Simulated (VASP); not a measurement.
Runs of VASP 6.6.1 on GdO. The structure is that of space group F-43m (No. 216), or close to it. The cells are those of the table. 

| task | cell | cutoff (eV) | gap on the mesh (eV) | pressure (GPa) | moment (μB) |
| --- | --- | --- | --- | --- | --- |
| single point | a = 3.654 Å, angles 60.0°, 2 atoms | 520 | none | 6.6 | 6.79 |
| relaxation of cell and atoms | relaxed to 2 GPa from a = 3.818 Å, angles 60.0°, 2 atoms | 600 | none | 1.8 | 6.81 |
| single point | a = 3.636 Å, angles 60.0°, 2 atoms | 520 | none | (b) | (a) |
| single point | a = 3.715 Å, angles 60.0°, 2 atoms | 520 | none | 0.5 | 6.82 |
| relaxation of cell and atoms | relaxed from a = 3.818 Å, angles 60.0°, 2 atoms | 600 | none | 0.0 | 6.82 |

Alike in all rows: level LDA; potentials or basis VASP PAW PBE potentials, release 64 (Gd, O); spin collinear, ferromagnetic start; k mesh 9 × 9 × 9; smearing fermi-dirac 0.1 eV.

Question: Fill in the values left out.

Answer: (a) 6.77; (b) 8.6.

Caveats: the PAW data sets were made with another functional, which shifts forces and pressure a little; spin-orbit coupling is left out, which moves the levels of the heavy elements; a cell with one magnetic atom can't hold antiferromagnetic order, which such compounds often take; semilocal functionals describe open f shells poorly, which spoils levels, moments and volumes; the cell stands under pressure (at least some runs); the cell is relaxed towards a set pressure, so the run minimises the enthalpy, not the energy (at least some runs).

A k mesh can miss the band edges, and the runs leave out spin-orbit coupling on Gd.

A gap of «none» marks levels without a gap at the run's occupations.
